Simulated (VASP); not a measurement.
# Pb (C2/m) in VASP: single point with PBE

Aim: the single point of Pb with PBE.

Everything below comes from runs of VASP 6.6.1. Logs are shortened: lines on timing, memory, paths and dates and some standing lists are left out, and cuts for length are marked.

### 1 The cell of the first run

The structure is monoclinic, space group C2/m (No. 12). The conventional cell has a = 6.077 Å, b = 3.501 Å, c = 6.452 Å, α = 90.00°, β = 109.14°, γ = 90.00°. Pb (site symmetry m) has 10 Pb at 3.34 to 3.51 Å within 4.4 Å.

### 2 Single point, PBE

Contents of INCAR:

```
SYSTEM = Pb
PREC = Accurate
ENCUT = 520
EDIFF = 1E-6
ISMEAR = -1
SIGMA = 0.08
LREAL = .False.
LASPH = .True.
NELM = 100
ALGO = Normal
ISIF = 2
LWAVE = .False.
LCHARG = .True.
GGA = PE
LELF = .True.
LVHAR = .True.
NBANDS = 21
```

Contents of KPOINTS:

```
regular mesh
0
Gamma
  11 11 6
  0 0 0
```

Contents of POSCAR:

```
Pb
1.0
    3.0386068135     -1.7503199600      0.0000000000
    3.0386068135      1.7503199600      0.0000000000
   -2.1154626375      0.0000000000      6.0952248674
Pb
2
Direct
    0.0914915900      0.0914915900      0.2737078000
    0.9085084100      0.9085084100      0.7262922000
```

Potentials or basis: VASP PAW PBE potentials, release 64 (Pb_d).

Run with:

```bash
> cat potpaw_PBE.64/Pb_d/POTCAR > POTCAR
> mpirun -np 1 vasp_std > vasp.out
```

OUTCAR:

```text
SYSTEM = Pb
   PREC = Accurate
   ENCUT = 520
   EDIFF = 1E-6
   ISMEAR = -1
   LREAL = .False.
   LASPH = .True.
   NELM = 100
   ISIF = 2
   GGA = PE

 ion  position               nearest neighbor table
   1  0.091  0.091  0.274-   2 3.34   2 3.41   2 3.41   2 3.45
   2  0.909  0.909  0.726-   1 3.34   1 3.41   1 3.41   1 3.45

  LATTYP: Found a base centered monoclinic cell.
 ALAT       =     6.0772136270
 B/A-ratio  =     0.5760271293
 C/A-ratio  =     1.0616534713
 COS(beta)  =    -0.3278823751

  Lattice vectors:

 A1 = (   3.0386068135,  -1.7503199600,   0.0000000000)
 A2 = (   3.0386068135,   1.7503199600,   0.0000000000)
 A3 = (  -2.1154626375,   0.0000000000,   6.0952248674)

Analysis of symmetry for initial positions (statically):
=====================================================================
 Subroutine PRICEL returns:
 Original cell was already a primitive cell.

 Routine SETGRP: Setting up the symmetry group for a
 base centered monoclinic supercell.

 Subroutine GETGRP returns: Found  4 space group operations
 (whereof  4 operations were pure point group operations)
 out of a pool of  4 trial point group operations.

The static configuration has the point symmetry C_2h.

Analysis of symmetry for dynamics (positions and initial velocities):
=====================================================================
 Subroutine PRICEL returns:
 Original cell was already a primitive cell.

 Routine SETGRP: Setting up the symmetry group for a
 base centered monoclinic supercell.

 Subroutine GETGRP returns: Found  4 space group operations
 (whereof  4 operations were pure point group operations)
 out of a pool of  4 trial point group operations.

The dynamic configuration has the point symmetry C_2h.

 Subroutine INISYM returns: Found  4 space group operations
 (whereof  4 operations are pure point group operations),
 and found     1 'primitive' translations

----------------------------------------------------------------------------------------

                                     Primitive cell

  volume of cell :      64.8353

  direct lattice vectors                    reciprocal lattice vectors
     3.038606813 -1.750319960  0.000000000     0.164549095 -0.285662057  0.057109864
     3.038606813  1.750319960  0.000000000     0.164549095  0.285662057  0.057109864
    -2.115462637  0.000000000  6.095224867     0.000000000  0.000000000  0.164062856

[... 73 lines left out ...]
 SYSTEM =  Pb
   PREC   = accura    normal or accurate (medium, high low for compatibility)
   ISTART =      0    job   : 0-new  1-cont  2-samecut
   ICHARG =      2    charge: 1-file 2-atom 10-const
   ISPIN  =      1    spin polarized calculation?
   LNONCOLLINEAR =      F non collinear calculations
   LSORBIT =      F    spin-orbit coupling
   LASPH  =      T    aspherical Exc in radial PAW
   ENCUT  =  520.0 eV  38.22 Ry    6.18 a.u.   6.52  6.52 12.00*2*pi/ulx,y,z
   NELM   =    100;   NELMIN=  2; NELMDL= -5     # of ELM steps
   EDIFF  = 0.1E-05   stopping-criterion for ELM
   LREAL  =      F    real-space projection
   EDIFFG = 0.1E-04   stopping-criterion for IOM
   NSW    =      0    number of steps for IOM
   IBRION =     -1    ionic relax: 0-MD 1-quasi-New 2-CG
   NFREE  =      0    steps in history (QN), initial steepest desc. (CG)
   ISIF   =      2    stress and relaxation
   ISYM   =      2    0-nonsym 1-usesym 2-fastsym
   POTIM  = 0.5000    time-step for ionic-motion
   TEBEG  =    0.0;   TEEND  =   0.0 temperature during run
   PSTRESS=    0.0 pullay stress
   NELECT =      28.0000    total number of electrons
   NUPDOWN=      -1.0000    fix difference up-down
   EMIN   =  10.00;   EMAX   =-10.00  energy-range for DOS
   EFERMI =   0.00;   METHOD = LEGACY
   ISMEAR =    -1;   SIGMA  =   0.08  broadening in eV -4-tet -1-fermi 0-gaus
   EFERMI_NEDOS =   21; number of points for ismear=-14 and -15
   IALGO  =     38    algorithm
   IMIX   =      4    mixing-type and parameters
     AMIX     =   0.40;   BMIX     =  1.00
     AMIX_MAG =   1.60;   BMIX_MAG =  1.00
  volume/ion in A,a.u.               =      32.42       218.77
  Fermi-wavevector in a.u.,A,eV,Ry     =   1.237438  2.338420 20.833975  1.531254
  Thomas-Fermi vector in A             =   2.372006
   LORBIT       =      0    0 simple, 1 ext, 2 COOP (PROOUT), +10 PAW based schemes
   GGA     = PE    functional components
   LHFCALC =     F    Hartree Fock is set to
   AEXX    =    0.0000 exact exchange contribution
   IVDW    =     0    specifies the selected vdW correction
   LEPSILON=     F    determine dielectric tensor
   LRPA    =     F    only Hartree local field effects (RPA)
 non-spin polarized calculation
  energy-cutoff  :      520.00
  volume of cell :       64.84
 maximum number of plane-waves:      1774
 NGX is ok and might be reduce to    28
   NGX = 13   NGY = 13   NGZ = 23

 number of electron      27.9999996 magnetization

 Free energy of the ion-electron system (eV)
  ---------------------------------------------------
  ext. energy  EPLUGINS =         0.00000000
  ---------------------------------------------------
  free energy    TOTEN  =        -7.00317303 eV

  energy without entropy =       -6.97886007  energy(sigma->0) =       -6.99101655

 E-fermi :   6.5552     XC(G=0):  -9.8213

 val. band max:        6.5551973648   @ k =   0.2727   0.0909   0.3333
 cond. band min:       6.5587831463   @ k =  -0.3636   0.1818   0.0000
 fundamental gap:      0.0035857815
 Fermi energy:         6.5552183789

 k-point     1 :       0.0000    0.0000    0.0000
  band No.  band energies     occupation
      1     -10.6119      2.00000
      2     -10.5043      2.00000
      3     -10.5041      2.00000
      4     -10.5009      2.00000
      5     -10.5008      2.00000
      6     -10.4761      2.00000
[... 565 lines left out ...]
     20      16.4875      0.00000
     21      16.9909      0.00000

 [... further k-points ...]
[... 5 lines left out ...]
  --------------------------------------------------------------------------------------
  -------------------------------------------------------------------------------------
  Total        0.2497015      0.2717046      0.5673291      0.0000000      0.0000000     -0.0369194
  in kB        6.1704957      6.7142249     14.0195470      0.0000000      0.0000000     -0.9123324
  external PRESSURE =       8.9680892 kB  Pullay stress =       0.0000000 kB

 VOLUME and BASIS-vectors are now :
 -----------------------------------------------------------------------------
  energy-cutoff  :      520.00
  volume of cell :       64.84
      direct lattice vectors                 reciprocal lattice vectors
     3.038606813 -1.750319960  0.000000000     0.164549095 -0.285662057  0.057109864
     3.038606813  1.750319960  0.000000000     0.164549095  0.285662057  0.057109864
    -2.115462637  0.000000000  6.095224867     0.000000000  0.000000000  0.164062856

 POSITION                                       TOTAL-FORCE (eV/Angst)
 -----------------------------------------------------------------------------------
     -0.02300      0.00000      1.66831        -0.017357      0.000000     -0.047573
      3.98476      0.00000      4.42691         0.017357      0.000000      0.047573
 -----------------------------------------------------------------------------------
    total drift:                                0.000000      0.000000     -0.000000

  FREE ENERGIE OF THE ION-ELECTRON SYSTEM (eV)
  ---------------------------------------------------
  free  energy   TOTEN  =        -7.0031730319 eV

  energy  without entropy=       -6.9788600737  energy(sigma->0) =       -6.99101655
```

stdout:

```text
POSCAR found type information on POSCAR Pb
 POSCAR found :  1 types and       2 ions
 scaLAPACK will be used
 LDA part: xc-table for (Slater+PW92), standard interpolation
 POSCAR, INCAR and KPOINTS ok, starting setup
 FFT: planning ... GRIDC
 FFT: planning ... GRID_SOFT
 FFT: planning ... GRID
 WAVECAR not read
 entering main loop
```

Wall time 5.8 min (1 thread of Intel Xeon 8259CL, shared host); peak memory 0.35 GiB.

Results:

```yaml
Free_energy: -7.0032 eV
Pressure: 0.9 GPa
Largest_force: 0.051 eV/Å
Band_gap_on_the_k_mesh: zero (band 14 reaches 12.73 eV, above the bottom of band 15 at 4.81 eV)
```

Forces in eV/Å, atoms in the order of the input:
```
Pb  -0.017  0.000 -0.048
Pb   0.017  0.000  0.048
```

Caveat: spin-orbit coupling is left out, which moves the levels of the heavy elements.
